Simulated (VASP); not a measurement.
# MoS2 (P6_3/mmc) in VASP: single point with PBE

Aim: the single point of MoS2 with PBE.

All numbers are computed with VASP 6.6.1; they aren't measurements. Logs are shortened: lines on timing, memory, paths and dates and some standing lists are left out, and cuts for length are marked.

**Measured values to compare with.**

From “Multiwavelength excitation Raman Scattering Analysis of bulk and 2 dimensional MoS2: Vibrational properties of atomically thin MoS2 layers”, 2015, arxiv:1506.03228, for a bulk crystal of MoS2 at 300 K: band gap 1.3 eV (indirect).

How close the calculation comes is told below.

## 1. The cell of the first run

It takes space group P6_3/mmc (No. 194, hexagonal). The conventional cell has a = 3.169 Å, b = 3.169 Å, c = 12.324 Å, α = 90.00°, β = 90.00°, γ = 120.00°. Within 3.2 Å of Mo (site symmetry -6m2) lie 6 S at 2.41 Å and 6 Mo at 3.17 Å. S (site symmetry 3m) has 3 Mo at 2.41 Å and 7 S at 3.13 to 3.17 Å within 3.2 Å.

## 2. Single point, PBE

INCAR reads:

```
  PREC = Accurate
  ENCUT = 520
  EDIFF = 1E-7
  ISMEAR = 0
  SIGMA = 0.01
  LREAL = F
  LASPH = T
  NELM = 60
  ALGO = Normal
  ISIF = 2
  LWAVE = F
  LCHARG = F
  GGA = PE
  NBANDS = 35
```

KPOINTS reads:

```
Automatic mesh
0
Gamma
  9 9 3
```

POSCAR reads:

```
MoS2
1.0
    3.1690000000      0.0000000000      0.0000000000
   -1.5845000000      2.7444345046      0.0000000000
    0.0000000000      0.0000000000     12.3240000000
Mo S
2 4
Direct
    0.3333333333      0.6666666667      0.2500000000
    0.6666666667      0.3333333333      0.7500000000
    0.3333333333      0.6666666667      0.6230000000
    0.6666666667      0.3333333333      0.1230000000
    0.3333333333      0.6666666667      0.8770000000
    0.6666666667      0.3333333333      0.3770000000
```

Potentials or basis: VASP PAW PBE potentials, release 64 (Mo_sv, S).

Launch:

```bash
$ cat potpaw_PBE.64/Mo_sv/POTCAR potpaw_PBE.64/S/POTCAR > POTCAR
$ mpirun -np 1 vasp_std > vasp.out
```

OUTCAR:

```text
PREC = Accurate
   ENCUT = 520
   EDIFF = 1E-7
   ISMEAR = 0
   LREAL = F
   LASPH = T
   NELM = 60
   ISIF = 2
   GGA = PE

 ion  position               nearest neighbor table
   1  0.333  0.667  0.250-   4 2.41   6 2.41   4 2.41   6 2.41   4 2.41   6 2.41
   2  0.667  0.333  0.750-   3 2.41   5 2.41   3 2.41   5 2.41   3 2.41   5 2.41
   3  0.333  0.667  0.623-   2 2.41   2 2.41   2 2.41
   4  0.667  0.333  0.123-   1 2.41   1 2.41   1 2.41
   5  0.333  0.667  0.877-   2 2.41   2 2.41   2 2.41
   6  0.667  0.333  0.377-   1 2.41   1 2.41   1 2.41

  LATTYP: Found a hexagonal cell.
 ALAT       =     3.1690000000
 C/A-ratio  =     3.8889239508

  Lattice vectors:

 A1 = (   3.1690000000,   0.0000000000,   0.0000000000)
 A2 = (  -1.5845000000,   2.7444345046,   0.0000000000)
 A3 = (   0.0000000000,   0.0000000000,  12.3240000000)

Analysis of symmetry for initial positions (statically):
=====================================================================
 Subroutine PRICEL returns:
 Original cell was already a primitive cell.

 Routine SETGRP: Setting up the symmetry group for a
 hexagonal supercell.

 Subroutine GETGRP returns: Found 24 space group operations
 (whereof 12 operations were pure point group operations)
 out of a pool of 24 trial point group operations.

The static configuration has the point symmetry D_3d.
 The point group associated with its full space group is D_6h.

Analysis of symmetry for dynamics (positions and initial velocities):
=====================================================================
 Subroutine PRICEL returns:
 Original cell was already a primitive cell.

 Routine SETGRP: Setting up the symmetry group for a
 hexagonal supercell.

 Subroutine GETGRP returns: Found 24 space group operations
 (whereof 12 operations were pure point group operations)
 out of a pool of 24 trial point group operations.

The dynamic configuration has the point symmetry D_3d.
 The point group associated with its full space group is D_6h.

 Subroutine INISYM returns: Found 24 space group operations
 (whereof 12 operations are pure point group operations),
 and found     1 'primitive' translations

----------------------------------------------------------------------------------------

                                     Primitive cell

  volume of cell :     107.1832

[... 96 lines left out ...]
   LREAL  =      F    real-space projection
   EDIFFG = 0.1E-05   stopping-criterion for IOM
   NSW    =      0    number of steps for IOM
   IBRION =     -1    ionic relax: 0-MD 1-quasi-New 2-CG
   NFREE  =      0    steps in history (QN), initial steepest desc. (CG)
   ISIF   =      2    stress and relaxation
   ISYM   =      2    0-nonsym 1-usesym 2-fastsym
   POTIM  = 0.5000    time-step for ionic-motion
   TEBEG  =    0.0;   TEEND  =   0.0 temperature during run
   PSTRESS=    0.0 pullay stress
   NELECT =      52.0000    total number of electrons
   NUPDOWN=      -1.0000    fix difference up-down
   EMIN   =  10.00;   EMAX   =-10.00  energy-range for DOS
   EFERMI =   0.00;   METHOD = LEGACY
   ISMEAR =     0;   SIGMA  =   0.01  broadening in eV -4-tet -1-fermi 0-gaus
   EFERMI_NEDOS =   21; number of points for ismear=-14 and -15
   IALGO  =     38    algorithm
   IMIX   =      4    mixing-type and parameters
     AMIX     =   0.40;   BMIX     =  1.00
     AMIX_MAG =   1.60;   BMIX_MAG =  1.00
  volume/ion in A,a.u.               =      17.86       120.55
  Fermi-wavevector in a.u.,A,eV,Ry     =   1.286373  2.430893 22.514325  1.654756
  Thomas-Fermi vector in A             =   2.418452
   LORBIT       =      0    0 simple, 1 ext, 2 COOP (PROOUT), +10 PAW based schemes
   GGA     = PE    functional components
   LHFCALC =     F    Hartree Fock is set to
   AEXX    =    0.0000 exact exchange contribution
   IVDW    =     0    specifies the selected vdW correction
   LEPSILON=     F    determine dielectric tensor
   LRPA    =     F    only Hartree local field effects (RPA)
 non-spin polarized calculation
 Gauss-broadening in eV      SIGMA  =   0.01
  energy-cutoff  :      520.00
  volume of cell :      107.18
 maximum number of plane-waves:      2907
 NGX is ok and might be reduce to    24
   NGX = 11   NGY = 11   NGZ = 45

 number of electron      51.9999997 magnetization

 Free energy of the ion-electron system (eV)
  ---------------------------------------------------
  ext. energy  EPLUGINS =         0.00000000
  ---------------------------------------------------
  free energy    TOTEN  =       -43.61398566 eV

  energy without entropy =      -43.61398566  energy(sigma->0) =      -43.61398566

 E-fermi :   7.7421     XC(G=0): -10.8172

 val. band max:        7.4843068104   @ k =   0.0000   0.0000   0.0000
 cond. band min:       8.4584751601   @ k =   0.2222   0.1111   0.0000
 fundamental gap:      0.9741683497
 Fermi energy:         7.7420903198

 k-point     1 :       0.0000    0.0000    0.0000
  band No.  band energies     occupation
      1     -54.0204      2.00000
      2     -54.0204      2.00000
      3     -28.1695      2.00000
      4     -28.1694      2.00000
      5     -27.9501      2.00000
      6     -27.9501      2.00000
[... 901 lines left out ...]
     34      11.6894      0.00000
     35      13.7457      0.00000

------------------------ aborting loop because EDIFF is reached ----------------------------------------

  FORCE on cell =-STRESS in cart. coord.  units (eV):
  Direction    XX          YY          ZZ          XY          YZ          ZX
  --------------------------------------------------------------------------------------
  -------------------------------------------------------------------------------------
  Total        1.1666666      1.1666666      1.4119005     -0.0000000      0.0000000     -0.0000000
  in kB       17.4393604     17.4393604     21.1051226     -0.0000000      0.0000000     -0.0000000
  external PRESSURE =      18.6612811 kB  Pullay stress =       0.0000000 kB

 VOLUME and BASIS-vectors are now :
 -----------------------------------------------------------------------------
  energy-cutoff  :      520.00
  volume of cell :      107.18
      direct lattice vectors                 reciprocal lattice vectors
     3.169000000  0.000000000  0.000000000     0.315556958  0.182186895  0.000000000
    -1.584500000  2.744434505  0.000000000     0.000000000  0.364373789  0.000000000
     0.000000000  0.000000000 12.324000000     0.000000000  0.000000000  0.081142486

 POSITION                                       TOTAL-FORCE (eV/Angst)
 -----------------------------------------------------------------------------------
     -0.00000      1.82962      3.08100         0.000000     -0.000000      0.000000
      1.58450      0.91481      9.24300        -0.000000      0.000000      0.000000
     -0.00000      1.82962      7.67785        -0.000000      0.000000      0.077625
      1.58450      0.91481      1.51585         0.000000     -0.000000      0.077625
     -0.00000      1.82962     10.80815        -0.000000      0.000000     -0.077625
      1.58450      0.91481      4.64615         0.000000     -0.000000     -0.077625
 -----------------------------------------------------------------------------------
    total drift:                               -0.000000      0.000000     -0.000000

  FREE ENERGIE OF THE ION-ELECTRON SYSTEM (eV)
  ---------------------------------------------------
  free  energy   TOTEN  =       -43.6139856569 eV

  energy  without entropy=      -43.6139856569  energy(sigma->0) =      -43.61398566
```

stdout:

```text
POSCAR found type information on POSCAR MoS
 POSCAR found :  2 types and       6 ions
 scaLAPACK will be used
 LDA part: xc-table for (Slater+PW92), standard interpolation
 POSCAR, INCAR and KPOINTS ok, starting setup
 FFT: planning ... GRIDC
 FFT: planning ... GRID_SOFT
 FFT: planning ... GRID
 WAVECAR not read
 entering main loop
```

Wall time 95 s (1 thread of Intel Xeon Platinum 8259CL at 2.50GHz (Skylake/Cascade Lake), shared host); peak memory 0.25 GiB.

Results:

```yaml
Free_energy: -43.6140 eV
Pressure: 1.9 GPa
Largest_force: 0.078 eV/Å
Band_gap_on_the_k_mesh: 0.97 eV, indirect (least direct gap 1.66 eV)
```

Forces in eV/Å, atoms in the order of the input:
```
Mo   0.000  0.000  0.000
Mo   0.000  0.000  0.000
S    0.000  0.000  0.078
S    0.000  0.000  0.078
S    0.000  0.000 -0.078
S    0.000  0.000 -0.078
```

Levels at points of the mesh, in eV from the valence-band top:
```
           k point  band 24  band 25  band 26  band 27  band 28  band 29
(0.00, 0.00, 0.00)    -1.18    -1.14     0.00     2.11     2.11     2.14
```

Caveat: this functional lacks dispersion, which binds the layers, so the pressure and a relaxed spacing across them are unreliable.

## 3. How close it comes

Step 2. A measured gap of MoS2 is 1.3 eV (indirect; 300 K; “Multiwavelength excitation Raman Scattering Analysis of bulk and 2 dimensional MoS2: Vibrational properties of atomically thin MoS2 layers”, 2015, arxiv:1506.03228); the calculated 0.97 eV misses it by -0.33 eV. Spin-orbit coupling on Mo is left out. The value is that of PBE on a finite k mesh, which can miss the band edges, without temperature or zero-point motion. Semilocal functionals fall short of measured gaps as a rule.
